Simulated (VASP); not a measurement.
TiN: single point with LDA

Crystal: TiN.

```
Ti N
1.0
     0.00000    2.11900    2.11900
     2.11900    0.00000    2.11900
     2.11900    2.11900    0.00000
Ti N
1 1
Direct
  0.00000 0.00000 0.00000
  0.50000 0.50000 0.50000
```

| Item | Value |
| --- | --- |
| Program | VASP 6.6.1 |
| Task | single point |
| Functional | LDA |
| Potentials or basis | VASP PAW LDA potentials, release 64 (Ti_sv, N_h) |
| Cutoff | 1330 eV |
| k mesh | 7 × 7 × 7 |
| Occupations | fermi-dirac, width 0.1 eV |
| Spin | no spin polarisation |

```yaml
Pressure: -12.7 GPa
Band_gap_on_the_k_mesh: zero (an odd number of electrons rules out a gap without spin polarisation)
```

Levels at points of the mesh, in eV from the Fermi level:
| k point | band 5 | band 6 | band 7 | band 8 | band 9 | band 10 | band 11 | band 12 | band 13 | band 14 |
| --- | --- | --- | --- | --- | --- | --- | --- | --- | --- | --- |
| (0.00, 0.00, 0.00) | -16.87 | -2.02 | -2.02 | -2.02 | -0.66 | -0.66 | -0.66 | 0.55 | 0.55 | 5.57 |

Wall time 24 s on 1 thread of Intel(R) Xeon(R) Platinum 8375C CPU @ 2.90GHz (Ice Lake) (shared host), peak memory 0.19 GiB.

Caveat: the k points lie up to 0.37 Å⁻¹ apart, too coarse for converged energies and pressures of a metal.
